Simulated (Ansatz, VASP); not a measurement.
One calculation of RuC2, two programs

```
Ru C
1.0
     3.04324    0.00000    0.00000
    -1.52162    2.63552    0.00000
     0.00000    0.00000    3.28589
Ru C
1 2
Cartesian
  0.0000 0.0000 0.0000
  0.0000 1.7570 1.6429
  1.5216 0.8785 1.6429
```

Alike in both runs: task relaxation of cell and atoms; functional PBE; k mesh 6 × 6 × 6; occupations gaussian, width 0.1 eV; no spin polarisation.

|  | VASP | Ansatz |
| --- | --- | --- |
| version | VASP 6.6.1 | Ansatz 0.2.0 |
| potentials or method | VASP PAW PBE potentials, release 64 (Ru_pv, C), cutoff 600 eV | scalar-relativistic, plane waves, PAW |
| valence electrons in the cell | 22 | 24 |

|  | VASP | Ansatz | Ansatz less VASP |
| --- | --- | --- | --- |
| gap on the k mesh at the Fermi level, each at its own relaxed structure (eV) | none | none | - |
| relaxed volume (Å³/atom) | 9.57 | 14.78 | +5.211 |
| relaxed cell length with the largest relative difference (Å) | 5.224 | 8.276 | +3.0523 |

A gap of «none» marks a metal or a gap that the smearing closes. One of these differences is far larger than is usual between the two programs; its cause wasn't traced. VASP's potentials hold 22 valence electrons a cell and Ansatz's 24, so a difference there can come from the potentials and not from the codes.

The k mesh is coarse, so the values compare programs but aren't converged.
